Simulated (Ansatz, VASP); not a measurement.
TiAl: VASP beside Ansatz

The input INCAR:

```
SYSTEM = TiAl
ALGO     = Fast           ! electronic algorithm
EDIFF    = 1E-6           ! SCF threshold, eV
ENCUT    = 520            ! plane-wave cutoff, eV
GGA      = CA             ! functional
ISIF     = 2              ! what is computed and relaxed
ISMEAR   = 0              ! smearing method
LASPH    = .TRUE.         ! aspherical terms in the spheres
LCHARG   = .TRUE.         ! write CHGCAR
LELF     = .TRUE.         ! ELF
LREAL    = .FALSE.        ! projectors in reciprocal space
LVHAR    = .TRUE.       
LWAVE    = .FALSE.        ! write WAVECAR
NBANDS   = 14             ! bands
NELM     = 80             ! most SCF steps
PREC     = Accurate       ! precision mode
SIGMA    = 0.15           ! smearing width, eV
```

File KPOINTS:

```
k-points
0
G
  16 16 16
  0 0 0
```

Contents of POSCAR:

```
TiAl
1.0
    3.1790640000      0.0000000000      0.0000000000
    0.0000000000      3.1790640000      0.0000000000
    0.0000000000      0.0000000000      3.3062265600
Ti Al
1 1
Direct
    0.0000000000      0.0000000000      0.0000000000
    0.5000000000      0.5000000000      0.5000000000
```

Input for Ansatz:

```yaml
crystal:
  lattice:
    - [3.179064, 0.0, 0.0]
    - [0.0, 3.179064, 0.0]
    - [0.0, 0.0, 3.30622656]
  atoms:
    - { symbol: Ti, position: [0.0, 0.0, 0.0] }
    - { symbol: Al, position: [0.5, 0.5, 0.5] }
basis:
  ecutwfc: 420
kpoints:
  mp_grid: { grid: [16, 16, 16] }
hamiltonian:
  xc: lda
scf:
  occupations: { method: gaussian, width: 0.15 }
output:
  forces: true
  stress: true
  eigenvalues: true
```

Change from the starting cell: strain +0.000 along x and y, +0.040 along z, atoms carried along.

Alike in both runs: task single point; functional LDA; k mesh 16 × 16 × 16; occupations gaussian, width 0.15 eV; no spin polarisation.

|  | VASP | Ansatz |
| --- | --- | --- |
| version | VASP 6.6.1 | Ansatz 0.2.0 |
| potentials or method | VASP PAW LDA potentials, release 64 (Ti_sv, Al), cutoff 520 eV | scalar-relativistic, plane waves, PAW |
| valence electrons in the cell | 15 | 15 |

Ansatz gave:

```
gap on the k mesh at the Fermi level (eV)                     : none
pressure (GPa)                                                : -9.4
traceless stress, the component that is largest in VASP (GPa) : 2.11
```

Question: Which values does VASP return?

Answer: gap on the k mesh at the Fermi level (eV): none; pressure (GPa): -9.3; traceless stress, the component that is largest in VASP (GPa): 2.11.

LDA's correlation is that of Perdew and Zunger in VASP and of Perdew and Wang (1992) in Ansatz. A gap of «none» marks a metal or a gap that the smearing closes.
